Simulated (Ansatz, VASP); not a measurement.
# AlN: VASP beside Ansatz

Contents of INCAR:

```
SYSTEM = AlN
PREC = Accurate
ENCUT = 600
EDIFF = 1E-6
ISMEAR = -1
SIGMA = 0.02
LREAL = .False.
LASPH = .True.
NELM = 120
ALGO = Normal
ISIF = 2
LWAVE = .False.
LCHARG = .False.
GGA = PS
NBANDS = 11
GGA_COMPAT = .False.
```

File KPOINTS:

```
regular mesh
0
Gamma
  8 8 8
  0 0 0
```

Contents of POSCAR:

```
AlN
1.0
    0.0000000000      1.9690000000      1.9886900000
    1.9690000000      0.0000000000      1.9886900000
    1.9690000000      1.9690000000      0.0000000000
Al N
1 1
Direct
    0.0000000000      0.0000000000      0.0000000000
    0.5000000000      0.5000000000      0.5000000000
```

Input for Ansatz:

```yaml
crystal:
  lattice:
    - [0.0, 1.969, 1.98869]
    - [1.969, 0.0, 1.98869]
    - [1.969, 1.969, 0.0]
  atoms:
    - { symbol: Al, position: [0.0, 0.0, 0.0] }
    - { symbol: "N", position: [0.5, 0.5, 0.5] }
basis:
  ecutwfc: 520.0
kpoints:
  mp_grid:
    grid: [8, 8, 8]
hamiltonian:
  xc: pbesol
  pseudopotentials:
    kind: paw
scf:
  occupations:
    method: fermi_dirac
    width: 0.02
output:
  stress: true
```

Alike in both runs: task single point; functional PBEsol; k mesh 8 × 8 × 8; occupations fermi-dirac, width 0.02 eV; no spin polarisation.

|  | VASP | Ansatz |
| --- | --- | --- |
| version | VASP 6.6.1 | Ansatz 0.2.0 |
| potentials or method | VASP PAW PBE potentials, release 64 (Al, N), cutoff 600 eV | plane waves, PAW |
| valence electrons in the cell | 8 | 8 |

|  | VASP | Ansatz | Ansatz less VASP |
| --- | --- | --- | --- |
| pressure (GPa) | 21.2 | 21.4 | +0.19 |
| traceless stress, the component that is largest in VASP (GPa) | -2.80 | -2.77 | +0.027 |

VASP's potentials were made for PBE, not for PBEsol. The functional is the same, so the differences come from potentials, cutoffs and numerics.
